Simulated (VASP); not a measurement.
A run of VASP 6.6.1 is set up as follows.

The input INCAR:

```
PREC = Accurate ; ENCUT = 520
EDIFF = 1E-8 ; ISMEAR = -1
SIGMA = 0.03 ; LREAL = F
LASPH = T ; NELM = 150
ALGO = Normal ; ISIF = 2
LWAVE = F ; LCHARG = F
ISPIN = 2 ; MAGMOM = 3
LORBIT = 11 ; LMAXMIX = 4
GGA = PE ; LEFG = T
NBANDS = 14
```

Contents of KPOINTS:

```
Automatic mesh
0
Gamma
  17 17 17
```

The input POSCAR:

```
Fe
1.0
    0.0000000000      1.7922814184      1.9008866086
    1.7922814184      0.0000000000      1.9008866086
    1.7922814184      1.7922814184      0.0000000000
Fe
1
Direct
    0.0000000000      0.0000000000      0.0000000000
```

Potentials or basis: VASP PAW PBE potentials, release 64 (Fe).

Run with:

```bash
$ cat potpaw_PBE.64/Fe/POTCAR > POTCAR
$ mpirun -np 1 vasp_std > vasp.out
```

Estimate the pressure.

-3.2 GPa.

What does it give for the site moments?

Fe +2.58 μB.

Stress tensor (GPa, compression positive):
```
-5.63  0.00  0.00
 0.00 -5.63  0.00
 0.00  0.00  1.62
```

Caveat: the cell stands under tension; without QUAD_EFG the Cq values of the log hold for a quadrupole moment of 1 mb, not for the nuclei.
